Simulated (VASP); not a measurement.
PbF2, 3 atoms in the cell. Symmetry: Fm-3m, No. 225, cubic system. The conventional cell has a = 5.818 Å, b = 5.818 Å, c = 5.818 Å, α = 90.00°, β = 90.00°, γ = 90.00°. Pb (site symmetry m-3m) has 8 F at 2.52 Å within 3.3 Å. F (site symmetry -43m) has 4 Pb at 2.52 Å and 6 F at 2.91 Å within 3.3 Å.  This cell differs from its parent crystal: volume scaled by 0.94.

* Program: VASP 6.6.1
* Task: single point
* Functional: LDA
* Potentials or basis: VASP PAW LDA potentials, release 64 (Pb_d, F)
* Cutoff: 520 eV
* k mesh: 7 × 7 × 7
* Occupations: fermi-dirac, width 0.03 eV
* Spin: no spin polarisation
* Dipole correction: no
* Further INCAR settings: ALGO = Normal; EDIFF = 1e-07; NBANDS = 21

Potentials or basis: VASP PAW LDA potentials, release 64 (Pb_d, F).

Command:

```sh
$ cat potpaw_LDA.64/Pb_d/POTCAR potpaw_LDA.64/F/POTCAR > POTCAR
$ mpirun -np 1 vasp_std > vasp.out
```

Hardware: 1 thread of AMD EPYC 9R45 96-Core Processor (Zen 5) (shared host).

Task: Estimate the wall time of this run.

Result: Run time: 9.6 s on 1 thread of AMD EPYC 9R45 96-Core Processor (Zen 5) (shared host), peak memory 0.13 GiB. Counts: scf iterations 13, k points 20.
